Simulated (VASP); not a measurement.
# BN (P-6m2) in VASP: further runs, part 2 of 2

VASP 6.6.1. The steps go on from the part before.

## Step 5: Relaxation of shape and atoms at fixed volume, PBE+D3(BJ) (9.24 Å³/atom)

This run uses another cell than the first one, of 9.24 Å³/atom.

INCAR reads:

```
SYSTEM = BN
ALGO     = Normal         ! electronic algorithm
EDIFF    = 1E-6           ! SCF threshold, eV
EDIFFG   = -0.01          ! ionic threshold
ENCUT    = 600            ! plane-wave cutoff, eV
GGA      = PE             ! functional
IBRION   = 2              ! ionic algorithm
ISIF     = 4              ! what is computed and relaxed
ISMEAR   = 0              ! smearing method
IVDW     = 12             ! dispersion correction
LASPH    = .TRUE.         ! aspherical terms in the spheres
LCHARG   = .FALSE.        ! write CHGCAR
LREAL    = .FALSE.        ! projectors in reciprocal space
LWAVE    = .FALSE.        ! write WAVECAR
NELM     = 100            ! most SCF steps
NSW      = 50             ! ionic steps
PREC     = Accurate       ! precision mode
SIGMA    = 0.02           ! smearing width, eV
```

KPOINTS reads:

```
k-points
0
G
  12 12 4
  0 0 0
```

POSCAR reads:

```
BN
1.0
    2.5309379707      0.0000000000      0.0000000000
   -1.2654689853      2.1918565780      0.0000000000
    0.0000000000      0.0000000000      6.6626813719
B N
2 2
Direct
    0.0000000000      0.0000000000      0.5000000000
    0.3333333333      0.6666666667      0.0000000000
    0.0000000000      0.0000000000      0.0000000000
    0.6666666667      0.3333333333      0.5000000000
```

Command:

```sh
$ cat potpaw_PBE.64/B/POTCAR potpaw_PBE.64/N/POTCAR > POTCAR
$ mpirun -np 1 vasp_std > vasp.out
```

Wall time 18 s (1 thread of Intel Xeon 6975P-C (Granite Rapids), shared host); peak memory 0.18 GiB.

It converged, with:

- Free energy: -35.7237 eV
- Energy gained by relaxing: 5.0 meV/atom
- Ionic steps: 2
- Pressure after relaxing: -0.9 GPa
- Band gap on the k mesh: 4.37 eV (least direct gap 4.50 eV)
- Dispersion energy per atom: -0.137 eV

Step by step:
```tsv
step	energy change (eV)	largest force (eV/Å)	pressure (GPa)	volume (Å³)
1	0.0000	0.0000	-6.91	36.96
2	-0.0200	0.0000	-0.90	36.96
```

Final structure:
```
B N
1.0
     2.50843    0.00000    0.00000
    -1.25422    2.17237    0.00000
     0.00000    0.00000    6.78277
B N
2 2
Cartesian
  0.0000 0.0000 3.3914
  0.0000 1.4482 0.0000
  2.5084 0.0000 0.0000
  1.2542 0.7241 3.3914
```

Levels at points of the mesh, in eV from the valence-band top:
| k point | band 5 | band 6 | band 7 | band 8 | band 9 | band 10 | band 11 | band 12 |
| --- | --- | --- | --- | --- | --- | --- | --- | --- |
| (0.00, 0.00, 0.00) | -1.42 | -1.42 | -1.33 | -1.33 | 5.07 | 9.96 | 11.46 | 11.47 |
| (0.50, 0.00, 0.00) | -4.21 | -4.11 | -1.27 | -0.72 | 4.37 | 5.41 | 9.58 | 9.66 |
| (0.00, 0.00, 0.50) | -1.42 | -1.42 | -1.33 | -1.33 | 7.29 | 7.32 | 11.48 | 11.49 |
| (0.50, 0.00, 0.50) | -4.20 | -4.11 | -1.00 | -0.91 | 4.64 | 4.69 | 9.78 | 9.84 |

## Step 6: Relaxation of shape and atoms at fixed volume, PBE+D3(BJ) (9.51 Å³/atom)

This run uses another cell than the first one, of 9.51 Å³/atom.

INCAR reads:

```
PREC     = Accurate       # precision mode
ENCUT    = 600            # plane-wave cutoff, eV
EDIFF    = 1E-6           # SCF threshold, eV
ISMEAR   = 0              # smearing method
SIGMA    = 0.02           # smearing width, eV
LREAL    = F              # projectors in reciprocal space
LASPH    = T              # aspherical terms in the spheres
NELM     = 60             # most SCF steps
ALGO     = Normal         # electronic algorithm
ISIF     = 4              # what is computed and relaxed
LWAVE    = F              # write WAVECAR
LCHARG   = F              # write CHGCAR
GGA      = PE             # functional
IVDW     = 12             # dispersion correction
IBRION   = 2              # ionic algorithm
NSW      = 50             # ionic steps
EDIFFG   = -0.01          # ionic threshold
```

KPOINTS reads:

```
regular mesh
0
Gamma
  12 12 4
```

POSCAR reads:

```
BN
1.0
    2.5321309150      0.0000000000      0.0000000000
   -1.2660654575      2.1928896981      0.0000000000
    0.0000000000      0.0000000000      6.8502808428
B N
2 2
Direct
    0.0000000000      0.0000000000      0.5000000000
    0.3333333333      0.6666666667      0.0000000000
    0.0000000000      0.0000000000      0.0000000000
    0.6666666667      0.3333333333      0.5000000000
```

Potentials or basis: VASP PAW PBE potentials, release 64 (B, N).

Command:

```sh
$ cat potpaw_PBE.64/B/POTCAR potpaw_PBE.64/N/POTCAR > POTCAR
$ mpirun -np 1 vasp_std > vasp.out
```

OUTCAR:

```text
PREC = Accurate
   ENCUT = 600
   EDIFF = 1E-6
   ISMEAR = 0
   LREAL = F
   LASPH = T
   NELM = 60
   ISIF = 4
   GGA = PE
   IVDW = 12
   IBRION = 2
   NSW = 50
   EDIFFG = -0.01
 IVDW          = 12

 ion  position               nearest neighbor table
   1  0.000  0.000  0.500-   4 1.46   4 1.46   4 1.46
   2  0.333  0.667  0.000-   3 1.46   3 1.46   3 1.46
   3  0.000  0.000  0.000-   2 1.46   2 1.46   2 1.46
   4  0.667  0.333  0.500-   1 1.46   1 1.46   1 1.46

  LATTYP: Found a hexagonal cell.
[... 616 lines left out ...]
  Direction    XX          YY          ZZ          XY          YZ          ZX
  --------------------------------------------------------------------------------------
  -------------------------------------------------------------------------------------
  Total      -0.35322    -0.35322    -0.32273     0.00000     0.00000     0.00000
  in kB     -14.87791   -14.87791   -13.59387     0.00000     0.00000     0.00000
  external pressure =      -14.45 kB  Pullay stress =        0.00 kB

 VOLUME and BASIS-vectors are now :
 -----------------------------------------------------------------------------
  energy-cutoff  :      600.00
  volume of cell :       38.04
      direct lattice vectors                 reciprocal lattice vectors
     2.510149233  0.000000000 -0.000000000     0.398382688  0.230006352 -0.000000000
    -1.255074617  2.173853003  0.000000000    -0.000000000  0.460012705 -0.000000000
     0.000000000  0.000000000  6.970783654     0.000000000  0.000000000  0.143455894

 POSITION                                       TOTAL-FORCE (eV/Angst)
 -----------------------------------------------------------------------------------
      2.51015      0.00000      3.48539         0.000000     -0.000000      0.000000
     -0.00000      1.44924     -0.00000        -0.000000     -0.000000      0.000000
      0.00000      0.00000     -0.00000        -0.000000     -0.000000      0.000000
      1.25507      0.72462      3.48539        -0.000000      0.000000     -0.000000
 -----------------------------------------------------------------------------------
    total drift:                               -0.000001      0.000000      0.000000

  FREE ENERGIE OF THE ION-ELECTRON SYSTEM (eV)
  ---------------------------------------------------
  free  energy   TOTEN  =       -35.7174136943 eV

  energy  without entropy=      -35.7174136943  energy(sigma->0) =      -35.71741369

 reached required accuracy - stopping structural energy minimisation
```

OSZICAR:

```text
N       E                     dE             d eps       ncg     rms          rms(c)
DAV:   1     0.642235948771E+02    0.64224E+02   -0.86484E+03  1368   0.138E+03
DAV:   2    -0.337613840355E+02   -0.97985E+02   -0.89173E+02  1964   0.274E+02
DAV:   3    -0.384870317781E+02   -0.47256E+01   -0.46922E+01  1756   0.622E+01
[... 15 lines left out ...]
DAV:   4    -0.351879613786E+02    0.16629E-03   -0.21611E-03  1648   0.464E-01    0.535E-02
DAV:   5    -0.351879050976E+02    0.56281E-04   -0.87273E-04  1716   0.255E-01    0.467E-02
DAV:   6    -0.351878870265E+02    0.18071E-04   -0.15561E-04  1644   0.117E-01    0.399E-03
DAV:   7    -0.351878896875E+02   -0.26610E-05   -0.74016E-06  1728   0.274E-02    0.457E-03
DAV:   8    -0.351878900348E+02   -0.34731E-06   -0.34111E-07  1168   0.536E-03
   2 F= -.35717414E+02 E0= -.35717414E+02  d E =-.193172E-01
```

It took 21 s on 1 thread of Intel Xeon 6975P-C (Granite Rapids), shared host; peak memory 0.18 GiB.

Results:

| Item | Value |
| --- | --- |
| Free energy | -35.7174 eV |
| Energy gained by relaxing | 4.8 meV/atom |
| Ionic steps | 2 |
| Pressure after relaxing | -1.4 GPa |
| Band gap on the k mesh | 4.40 eV (least direct gap 4.53 eV) |
| Dispersion energy per atom | -0.132 eV |

Step by step:
| step | energy change (eV) | largest force (eV/Å) | pressure (GPa) | volume (Å³) |
| --- | --- | --- | --- | --- |
| 1 | 0.0000 | 0.0000 | -7.17 | 38.04 |
| 2 | -0.0193 | 0.0000 | -1.44 | 38.04 |

Final structure:
```
CELL_PARAMETERS angstrom
2.51015 0.00000 0.00000
-1.25507 2.17385 0.00000
0.00000 0.00000 6.97078
ATOMIC_POSITIONS crystal
B 0.00000 0.00000 0.50000
B 0.33333 0.66667 0.00000
N 0.00000 0.00000 0.00000
N 0.66667 0.33333 0.50000
```

A k mesh can miss the band edges.

## Step 7: Relaxation of shape and atoms at fixed volume, PBE+D3(BJ) (9.87 Å³/atom)

This run uses another cell than the first one, of 9.87 Å³/atom.

INCAR reads:

```
PREC = Accurate ; ENCUT = 600
EDIFF = 1E-6 ; ISMEAR = 0
SIGMA = 0.02 ; LREAL = F
LASPH = T ; NELM = 60
ALGO = Normal ; ISIF = 4
LWAVE = F ; LCHARG = F
GGA = PE ; IVDW = 12
IBRION = 2 ; NSW = 50
EDIFFG = -0.01
```

KPOINTS reads:

```
Automatic mesh
0
Gamma
  12 12 4
```

POSCAR reads:

```
BN
1.0
    2.5405704891      0.0000000000      0.0000000000
   -1.2702852446      2.2001985837      0.0000000000
    0.0000000000      0.0000000000      7.0616308307
B N
2 2
Direct
    0.0000000000      0.0000000000      0.5000000000
    0.3333333333      0.6666666667      0.0000000000
    0.0000000000      0.0000000000      0.0000000000
    0.6666666667      0.3333333333      0.5000000000
```

Command:

```sh
$ cat potpaw_PBE.64/B/POTCAR potpaw_PBE.64/N/POTCAR > POTCAR
$ mpirun -np 1 vasp_std > vasp.out
```

Wall time 24 s (1 thread of Intel Xeon 6975P-C (Granite Rapids), shared host); peak memory 0.18 GiB.

The run converged. Its results:

* Free energy: -35.7055 eV
* Energy gained by relaxing: 8.2 meV/atom
* Ionic steps: 3
* Pressure after relaxing: -1.7 GPa
* Band gap on the k mesh: 4.44 eV (least direct gap 4.57 eV)
* Dispersion energy per atom: -0.127 eV

The path:
| step | energy change (eV) | largest force (eV/Å) | pressure (GPa) | volume (Å³) |
| --- | --- | --- | --- | --- |
| 1 | 0.0000 | 0.0000 | -9.07 | 39.47 |
| 2 | -0.0330 | 0.0000 | -1.97 | 39.47 |
| 3 | -0.0330 | 0.0000 | -1.71 | 39.47 |

Final structure:
```cif
data_structure
_symmetry_space_group_name_H-M 'P 1'
_symmetry_Int_Tables_number 1
_cell_length_a 2.5111
_cell_length_b 2.5111
_cell_length_c 7.2284
_cell_angle_alpha 90.000
_cell_angle_beta 90.000
_cell_angle_gamma 120.000
_cell_volume 39.47
loop_
_atom_site_label
_atom_site_type_symbol
_atom_site_fract_x
_atom_site_fract_y
_atom_site_fract_z
_atom_site_occupancy
B1 B 0.00000 0.00000 0.50000 1
B2 B 0.33333 0.66667 0.00000 1
N1 N 0.00000 0.00000 0.00000 1
N2 N 0.66667 0.33333 0.50000 1
```

Levels at points of the mesh, in eV from the valence-band top:
```tsv
k point	band 5	band 6	band 7	band 8	band 9	band 10	band 11	band 12
(0.00, 0.00, 0.00)	-1.39	-1.39	-1.34	-1.34	4.79	9.25	11.47	11.48
(0.50, 0.00, 0.00)	-4.17	-4.11	-1.13	-0.76	4.44	5.23	9.54	9.68
(0.00, 0.00, 0.50)	-1.39	-1.39	-1.34	-1.34	6.69	6.70	11.48	11.48
(0.50, 0.00, 0.50)	-4.16	-4.11	-0.95	-0.90	4.69	4.72	9.75	9.76
```

## Step 8: The runs side by side

```csv
task,cell,cutoff (eV),gap on the mesh (eV),pressure (GPa)
single point,"a = 2.506, b = 2.506, c = 6.597 Å, angles 90.0, 90.0, 120.0°, 4 atoms",520,4.35,0.1
relaxation of cell and atoms,"relaxed from a = 2.510, b = 2.510, c = 6.690 Å, angles 90.0, 90.0, 120.0°, 4 atoms",600,4.34,0.0
relaxation of shape and atoms at fixed volume,"relaxed from a = 2.481, b = 2.481, c = 6.531 Å, angles 90.0, 90.0, 120.0°, 4 atoms",600,4.33,0.7
relaxation of shape and atoms at fixed volume,"relaxed from a = 2.531, b = 2.531, c = 6.663 Å, angles 90.0, 90.0, 120.0°, 4 atoms",600,4.37,-0.9
relaxation of shape and atoms at fixed volume,"relaxed from a = 2.532, b = 2.532, c = 6.850 Å, angles 90.0, 90.0, 120.0°, 4 atoms",600,4.40,-1.4
relaxation of shape and atoms at fixed volume,"relaxed from a = 2.541, b = 2.541, c = 7.062 Å, angles 90.0, 90.0, 120.0°, 4 atoms",600,4.44,-1.7
```

Alike in all rows: level PBE+D3(BJ); potentials or basis VASP PAW PBE potentials, release 64 (B, N); no spin polarisation; k mesh 12 × 12 × 4; smearing gaussian 0.02 eV.

Absolute energies hang on the potentials; compare differences alone.
